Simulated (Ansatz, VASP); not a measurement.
## One calculation of Ru, two programs

```
Ru
1.0
     2.70580    0.00000    0.00000
    -1.35290    2.34329    0.00000
     0.00000    0.00000    4.15344
Ru
2
Direct
  0.33333 0.66667 0.25000
  0.66667 0.33333 0.75000
```

Change from the starting cell: strain +0.000 along x and y, -0.030 along z, atoms carried along.

Alike in both runs: task single point; functional r2SCAN; k mesh 24 × 24 × 12; occupations gaussian, width 0.15 eV; no spin polarisation.

|  | VASP | Ansatz |
| --- | --- | --- |
| version | VASP 6.6.1 | Ansatz 0.2.0 |
| potentials or method | VASP PAW PBE potentials, release 64 (Ru_pv), cutoff 520 eV | scalar-relativistic, plane waves, PAW |
| valence electrons in the cell | 28 | 32 |

VASP gave:

```
gap on the k mesh at the Fermi level (eV)                     : none
pressure (GPa)                                                : 11.3
traceless stress, the component that is largest in VASP (GPa) : 9.44
```

**Question.** Which values does Ansatz return?

**Answer.** gap on the k mesh at the Fermi level (eV): none; pressure (GPa): 9.5; traceless stress, the component that is largest in VASP (GPa): 9.26.

VASP's potentials were made for PBE, not for r2SCAN. A gap of «none» marks a metal or a gap that the smearing closes. With one functional, cell and mesh, what is left measures potentials, basis and numerics. VASP's potentials hold 28 valence electrons a cell and Ansatz's 32, so a difference there can come from the potentials and not from the codes.
